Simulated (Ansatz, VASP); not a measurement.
One calculation of Si3N4, two programs

```
Si N
1.0
     0.00000    3.86507    3.86507
     3.86507    0.00000    3.86507
     3.86507    3.86507    0.00000
Si N
6 8
Direct
  0.62500 0.62500 0.62500
  0.12500 0.62500 0.62500
  0.62500 0.62500 0.12500
  0.62500 0.12500 0.62500
  0.00000 0.00000 0.00000
  0.25000 0.25000 0.25000
  0.38243 0.38243 0.38243
  0.39729 0.86757 0.86757
  0.38243 0.38243 0.85271
  0.86757 0.39729 0.86757
  0.85271 0.38243 0.38243
  0.86757 0.86757 0.86757
  0.38243 0.85271 0.38243
  0.86757 0.86757 0.39729
```

Alike in both runs: functional r2SCAN; k mesh 6 × 6 × 6; no spin polarisation.

Ansatz relaxed the structure, and its values are those at the end. VASP's run is a single point on that final structure, the one shown.

|  | VASP | Ansatz |
| --- | --- | --- |
| version | VASP 6.6.1 | Ansatz 0.2.0 |
| potentials or method | VASP PAW PBE potentials, release 64 (Si, N), cutoff 520 eV | scalar-relativistic, plane waves, PAW |
| occupations | gaussian, width 0.01 eV | fixed |
| valence electrons in the cell | 64 | 64 |

```csv
,VASP,Ansatz,Ansatz less VASP
gap on the k mesh at the Fermi level (eV),4.03,4.03,+0.002
least direct gap on the mesh (eV),4.05,4.05,+0.002
pressure (GPa),0.1,0.0,-0.15
rms of the force components (eV/Å),0.010,0.000,-0.0097
```

VASP's potentials were made for PBE, not for r2SCAN.
